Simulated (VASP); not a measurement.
Wanted: the native input for a VASP 6.6.1 run.

```
Task                   : single point
Functional             : LDA
Potentials or basis    : VASP PAW LDA potentials, release 64 (Si, O)
Cutoff                 : 600 eV
k mesh                 : 8 × 8 × 8
Occupations            : gaussian, width 0.02 eV
Spin                   : no spin polarisation
Dipole correction      : no
Further INCAR settings : ALGO = Normal; EDIFF = 1e-06; NBANDS = 25
```

The structure of SiO2 lies in POSCAR:

```
SiO2
1.0
   -2.4621612476      2.4621612476      3.6436921944
    2.4621612476     -2.4621612476      3.6436921944
    2.4621612476      2.4621612476     -3.6436921944
Si O
2 4
Direct
    0.0000000000      0.0000000000      0.0000000000
    0.7500000000      0.2500000000      0.5000000000
    0.9743669432      0.6250000000      0.8493669432
    0.3750000000      0.2243669432      0.3493669432
    0.7756330568      0.1250000000      0.1506330568
    0.8750000000      0.0256330568      0.6506330568
```

These files were run (other wordings do the same):

INCAR

```
PREC = Accurate ; ENCUT = 600
EDIFF = 1E-6 ; ISMEAR = 0
SIGMA = 0.02 ; LREAL = F
LASPH = T ; NELM = 120
ALGO = Normal ; ISIF = 2
LWAVE = F ; LCHARG = T
LELF = T ; LVHAR = T
NBANDS = 25 ; GGA_COMPAT = F
```

KPOINTS

```
Automatic mesh
0
Gamma
  8 8 8
```

Potentials or basis: VASP PAW LDA potentials, release 64 (Si, O).

Command:

```sh
$ cat potpaw_LDA.64/Si/POTCAR potpaw_LDA.64/O/POTCAR > POTCAR
$ mpirun -np 1 vasp_std > vasp.out
```

It gave:

| Quantity | Value |
| --- | --- |
| Pressure | 0.3 GPa |
| Largest force | 0.023 eV/Å |
| Band gap on the k mesh | 5.77 eV |

It took 110 s on 1 thread of AMD EPYC 7R13 Processor (Zen 3) (shared host), peak memory 0.23 GiB.
